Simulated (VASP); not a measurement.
# Ti3Se in VASP: a series of runs, part 2 of 2

VASP 6.6.1.

## Step 3: Single point, PBE

This run uses another cell than the first one, of 17.93 Å³/atom.

Contents of INCAR:

```
  PREC = Accurate
  ENCUT = 520
  EDIFF = 1E-7
  ISMEAR = -1
  SIGMA = 0.05
  LREAL = F
  LASPH = T
  NELM = 60
  ALGO = Normal
  ISIF = 2
  LWAVE = F
  LCHARG = T
  GGA = PE
  LELF = T
  LVHAR = T
  NBANDS = 29
```

Contents of KPOINTS:

```
Automatic mesh
0
Gamma
  10 10 4
```

Contents of POSCAR:

```
Ti3Se
1.0
    3.2186213523      0.0000000000      0.0000000000
   -1.6093106762      2.7874078563      0.0000000000
    0.0000000000      0.0000000000      7.9953474932
Se Ti
1 3
Direct
    0.0000000000      0.0000000000      0.0000000000
    0.6666666667      0.3333333333      0.5000000000
    0.3333333333      0.6666666667      0.7729020000
    0.3333333333      0.6666666667      0.2270980000
```

Potentials or basis: VASP PAW PBE potentials, release 64 (Se, Ti_sv).

Command:

```console
cat potpaw_PBE.64/Se/POTCAR potpaw_PBE.64/Ti_sv/POTCAR > POTCAR
mpirun -np 1 vasp_std > vasp.out
```

Run time: 67 s. Hardware: 1 thread of Intel Xeon Platinum 8375C at 2.90GHz (Ice Lake), shared host; peak memory 0.22 GiB.

Results (log left out):

- Free energy: -28.8771 eV
- Pressure: -2.0 GPa
- Largest force: 0.014 eV/Å
- Band gap on the k mesh: zero (bands 21 and 22 overlap by 0.56 eV)

Forces on the atoms (eV/Å):
```
Se   0.000  0.000  0.000
Ti   0.000  0.000  0.000
Ti   0.000  0.000  0.014
Ti   0.000  0.000 -0.014
```

Stress tensor (GPa, compression positive):
```
-1.92  0.00  0.00
 0.00 -1.92  0.00
 0.00  0.00 -2.12
```

Levels at points of the mesh, in eV from the Fermi level:
```tsv
k point	band 18	band 19	band 20	band 21	band 22	band 23	band 24	band 25
(0.00, 0.00, 0.00)	-1.33	-0.20	0.15	0.15	0.30	0.30	0.88	1.04
(0.50, 0.00, 0.00)	-1.74	-1.53	-0.68	-0.45	0.19	0.78	0.82	2.22
(0.00, 0.00, 0.50)	-1.40	-0.63	0.39	0.39	0.53	0.59	0.59	0.98
(0.50, 0.00, 0.50)	-1.52	-1.49	-0.90	-0.84	0.56	0.83	0.97	1.19
```

## Step 4: Single point, PBE

This run uses another cell than the first one, of 18.64 Å³/atom.

Contents of INCAR:

```
  PREC = Accurate
  ENCUT = 520
  EDIFF = 1E-6
  ISMEAR = -1
  SIGMA = 0.05
  LREAL = False
  LASPH = True
  NELM = 80
  ALGO = Normal
  ISIF = 2
  LWAVE = False
  LCHARG = False
  GGA = PE
  NBANDS = 29
```

KPOINTS is that of step 3.

Contents of POSCAR:

```
Ti3Se
1.0
    3.2601565315      0.0000000000      0.0000000000
   -1.6300782658      2.8233783766      0.0000000000
    0.0000000000      0.0000000000      8.0985246472
Se Ti
1 3
Direct
    0.0000000000      0.0000000000      0.0000000000
    0.6666666667      0.3333333333      0.5000000000
    0.3333333333      0.6666666667      0.7729020000
    0.3333333333      0.6666666667      0.2270980000
```

Potentials or basis: VASP PAW PBE potentials, release 64 (Se, Ti_sv).

Command:

```console
cat potpaw_PBE.64/Se/POTCAR potpaw_PBE.64/Ti_sv/POTCAR > POTCAR
mpirun -np 1 vasp_std > vasp.out
```

OUTCAR:

```text
PREC = Accurate
   ENCUT = 520
   EDIFF = 1E-6
   ISMEAR = -1
   LREAL = False
   LASPH = True
   NELM = 80
   ISIF = 2
   GGA = PE

 ion  position               nearest neighbor table
   1  0.000  0.000  0.000-   3 2.63   4 2.63   3 2.63   4 2.63   3 2.63   4 2.63
   2  0.667  0.333  0.500-   3 2.90   4 2.90   3 2.90   4 2.90   3 2.90   4 2.90
   3  0.333  0.667  0.773-   1 2.63   1 2.63   1 2.63   2 2.90   2 2.90   2 2.90
   4  0.333  0.667  0.227-   1 2.63   1 2.63   1 2.63   2 2.90   2 2.90   2 2.90

  LATTYP: Found a hexagonal cell.
 ALAT       =     3.2601565315
 C/A-ratio  =     2.4840907389

  Lattice vectors:

 A1 = (   3.2601565315,   0.0000000000,   0.0000000000)
 A2 = (  -1.6300782658,   2.8233783766,   0.0000000000)
 A3 = (   0.0000000000,   0.0000000000,   8.0985246472)

Analysis of symmetry for initial positions (statically):
=====================================================================
 Subroutine PRICEL returns:
 Original cell was already a primitive cell.

 Routine SETGRP: Setting up the symmetry group for a
 hexagonal supercell.

 Subroutine GETGRP returns: Found 12 space group operations
 (whereof 12 operations were pure point group operations)
 out of a pool of 24 trial point group operations.

The static configuration has the point symmetry D_3h.

Analysis of symmetry for dynamics (positions and initial velocities):
=====================================================================
 Subroutine PRICEL returns:
 Original cell was already a primitive cell.

 Routine SETGRP: Setting up the symmetry group for a
 hexagonal supercell.

 Subroutine GETGRP returns: Found 12 space group operations
 (whereof 12 operations were pure point group operations)
 out of a pool of 24 trial point group operations.

The dynamic configuration has the point symmetry D_3h.

 Subroutine INISYM returns: Found 12 space group operations
 (whereof 12 operations are pure point group operations),
 and found     1 'primitive' translations

[... 115 lines left out ...]
   IALGO  =     38    algorithm
   IMIX   =      4    mixing-type and parameters
     AMIX     =   0.40;   BMIX     =  1.00
     AMIX_MAG =   1.60;   BMIX_MAG =  1.00
  volume/ion in A,a.u.               =      18.64       125.76
  Fermi-wavevector in a.u.,A,eV,Ry     =   1.352135  2.555165 24.875117  1.828270
  Thomas-Fermi vector in A             =   2.479499
   LORBIT       =      0    0 simple, 1 ext, 2 COOP (PROOUT), +10 PAW based schemes
   GGA     = PE    functional components
   LHFCALC =     F    Hartree Fock is set to
   AEXX    =    0.0000 exact exchange contribution
   IVDW    =     0    specifies the selected vdW correction
   LEPSILON=     F    determine dielectric tensor
   LRPA    =     F    only Hartree local field effects (RPA)
 non-spin polarized calculation
  energy-cutoff  :      520.00
  volume of cell :       74.54
 maximum number of plane-waves:      2033
   NGX = 13   NGY = 13   NGZ = 31

 number of electron      41.9999988 magnetization

 Free energy of the ion-electron system (eV)
  ---------------------------------------------------
  ext. energy  EPLUGINS =         0.00000000
  ---------------------------------------------------
  free energy    TOTEN  =       -28.80935757 eV

  energy without entropy =      -28.78308461  energy(sigma->0) =      -28.79622109

 E-fermi :   7.4513     XC(G=0): -11.0757

 val. band max:        7.3963620055   @ k =   0.3000   0.3000   0.5000
 cond. band min:       7.4531527210   @ k =   0.3000   0.2000   0.0000
 fundamental gap:      0.0567907154
 Fermi energy:         7.4513009413

 k-point     1 :       0.0000    0.0000    0.0000
  band No.  band energies     occupation
      1     -49.7198      2.00000
      2     -49.7080      2.00000
      3     -49.5432      2.00000
      4     -26.1479      2.00000
      5     -26.0832      2.00000
      6     -25.8359      2.00000
[... 757 lines left out ...]
     28       9.8459      0.00000
     29      10.0006      0.00000

 [... further k-points ...]

------------------------ aborting loop because EDIFF is reached ----------------------------------------

  FORCE on cell =-STRESS in cart. coord.  units (eV):
  Direction    XX          YY          ZZ          XY          YZ          ZX
  --------------------------------------------------------------------------------------
  -------------------------------------------------------------------------------------
  Total       -2.5049385     -2.5049385     -2.9152535      0.0000000      0.0000000      0.0000000
  in kB      -53.8386550    -53.8386550    -62.6575569      0.0000000      0.0000000      0.0000000
  external PRESSURE =     -56.7782890 kB  Pullay stress =       0.0000000 kB

 VOLUME and BASIS-vectors are now :
 -----------------------------------------------------------------------------
  energy-cutoff  :      520.00
  volume of cell :       74.54
      direct lattice vectors                 reciprocal lattice vectors
     3.260156531  0.000000000  0.000000000     0.306733738  0.177092806  0.000000000
    -1.630078266  2.823378377  0.000000000     0.000000000  0.354185613  0.000000000
     0.000000000  0.000000000  8.098524647     0.000000000  0.000000000  0.123479281

 POSITION                                       TOTAL-FORCE (eV/Angst)
 -----------------------------------------------------------------------------------
      0.00000      0.00000      0.00000         0.000000      0.000000      0.000000
      1.63008      0.94113      4.04926         0.000000     -0.000000      0.000000
     -0.00000      1.88225      6.25937        -0.000000      0.000000      0.110933
     -0.00000      1.88225      1.83916        -0.000000     -0.000000     -0.110933
 -----------------------------------------------------------------------------------
    total drift:                                0.000000     -0.000000     -0.000000

  FREE ENERGIE OF THE ION-ELECTRON SYSTEM (eV)
  ---------------------------------------------------
  free  energy   TOTEN  =       -28.8093575712 eV

  energy  without entropy=      -28.7830846066  energy(sigma->0) =      -28.79622109
```

It took 86 s on 1 thread of Intel Xeon Platinum 8375C at 2.90GHz (Ice Lake), shared host; peak memory 0.21 GiB.

What came out:

| Property | Result |
| --- | --- |
| Free energy | -28.8094 eV |
| Pressure | -5.7 GPa |
| Largest force | 0.111 eV/Å |
| Band gap on the k mesh | zero (bands 21 and 22 overlap by 0.54 eV) |

Forces on the atoms (eV/Å):
```
Se   0.000  0.000  0.000
Ti   0.000  0.000  0.000
Ti   0.000  0.000  0.111
Ti   0.000  0.000 -0.111
```

Stress tensor (GPa, compression positive):
```
-5.38  0.00  0.00
 0.00 -5.38  0.00
 0.00  0.00 -6.27
```

Levels at points of the mesh, in eV from the Fermi level:
```tsv
k point	band 17	band 18	band 19	band 20	band 21	band 22	band 23	band 24	band 25	band 26
(0.00, 0.00, 0.00)	-1.33	-1.33	-0.25	0.15	0.15	0.30	0.30	0.82	1.00	1.30
(0.50, 0.00, 0.00)	-1.99	-1.66	-1.46	-0.69	-0.44	0.19	0.72	0.79	2.11	2.27
(0.00, 0.00, 0.50)	-1.39	-1.39	-0.61	0.38	0.38	0.48	0.56	0.56	0.94	0.94
(0.50, 0.00, 0.50)	-1.96	-1.45	-1.44	-0.89	-0.79	0.51	0.79	0.92	1.14	2.30
```

Caveat: the cell stands under tension.

## Step 5: Single point, PBE (atoms moved at random)

Contents of INCAR:

```
  PREC = Accurate
  ENCUT = 520
  EDIFF = 1E-6
  ISMEAR = -1
  SIGMA = 0.05
  LREAL = F
  LASPH = T
  NELM = 60
  ALGO = Normal
  ISIF = 2
  LWAVE = F
  LCHARG = T
  GGA = PE
  LELF = T
  LVHAR = T
  NBANDS = 29
```

KPOINTS is that of step 4.

Contents of POSCAR:

```
Ti3Se
1.0
    3.1974455988      0.0000000000      0.0000000000
   -1.5987227994      2.7690691158      0.0000000000
    0.0000000000      0.0000000000      7.9427450000
Se Ti
1 3
Direct
   -0.0011540000      0.0064750000      0.0036350000
    0.6486990000      0.3355620000      0.4964740000
    0.3398740000      0.6827770000      0.7784920000
    0.3302270000      0.6752620000      0.2237280000
```

Command:

```console
cat potpaw_PBE.64/Se/POTCAR potpaw_PBE.64/Ti_sv/POTCAR > POTCAR
mpirun -np 1 vasp_std > vasp.out
```

It took 5.6 min on 1 thread of Intel Xeon Platinum 8375C at 2.90GHz (Ice Lake), shared host; peak memory 0.44 GiB.

It converged, with:

| Property | Result |
| --- | --- |
| Free energy | -28.8531 eV |
| Pressure | 0.8 GPa |
| Largest force | 0.515 eV/Å |
| Band gap on the k mesh | zero (bands 21 and 22 overlap by 0.61 eV) |

Forces on the atoms (eV/Å):
```
Se   0.000  0.123 -0.259
Ti   0.101  0.062  0.316
Ti  -0.107 -0.151 -0.480
Ti   0.006 -0.034  0.424
```

Stress tensor (GPa, compression positive):
```
 0.53 -0.45  0.23
-0.45  0.68  0.20
 0.23  0.20  1.12
```

Levels at points of the mesh, in eV from the Fermi level:
```
           k point  band 19  band 20  band 21  band 22  band 23  band 24
(0.00, 0.00, 0.00)    -0.07     0.17     0.18     0.32     0.32     0.78
(0.50, 0.00, 0.00)    -1.57    -0.68    -0.52     0.21     0.78     0.86
(0.00, 0.50, 0.00)    -1.55    -0.63    -0.45     0.25     0.64     0.77
(0.50, 0.50, 0.00)    -1.55    -0.62    -0.46     0.25     0.66     0.77
(0.00, 0.00, 0.50)    -0.52     0.41     0.41     0.44     0.55     0.60
(0.50, 0.00, 0.50)    -1.51    -0.94    -0.90     0.62     0.86     1.00
(0.00, 0.50, 0.50)    -1.45    -0.91    -0.85     0.50     0.90     0.98
(0.50, 0.50, 0.50)    -1.48    -0.91    -0.86     0.51     0.90     0.98
```

Caveat: the cell differs from its parent crystal (atoms moved at random).

## Step 6: The runs side by side

| cell | gap on the mesh (eV) | pressure (GPa) | largest force (eV/Å) |
| --- | --- | --- | --- |
| a = 3.176, b = 3.176, c = 7.889 Å, angles 90.0, 90.0, 120.0°, 4 atoms, atomic positions A | none | 2.6 | 0.11 |
| a = 3.219, b = 3.219, c = 7.995 Å, angles 90.0, 90.0, 120.0°, 4 atoms, atomic positions A | none | -2.0 | 0.01 |
| a = 3.260, b = 3.260, c = 8.099 Å, angles 90.0, 90.0, 120.0°, 4 atoms, atomic positions A | none | -5.7 | 0.11 |
| a = 3.197, b = 3.197, c = 7.943 Å, angles 90.0, 90.0, 120.0°, 4 atoms, atomic positions B | none | 0.8 | 0.51 |

Alike in all rows: task single point; level PBE; potentials or basis VASP PAW PBE potentials, release 64 (Se, Ti_sv); no spin polarisation; k mesh 10 × 10 × 4; cutoff (eV) 520; smearing fermi-dirac 0.05 eV.

Caveats: the cell stands under tension (at least some runs).

Absolute energies hang on the potentials; compare differences alone.
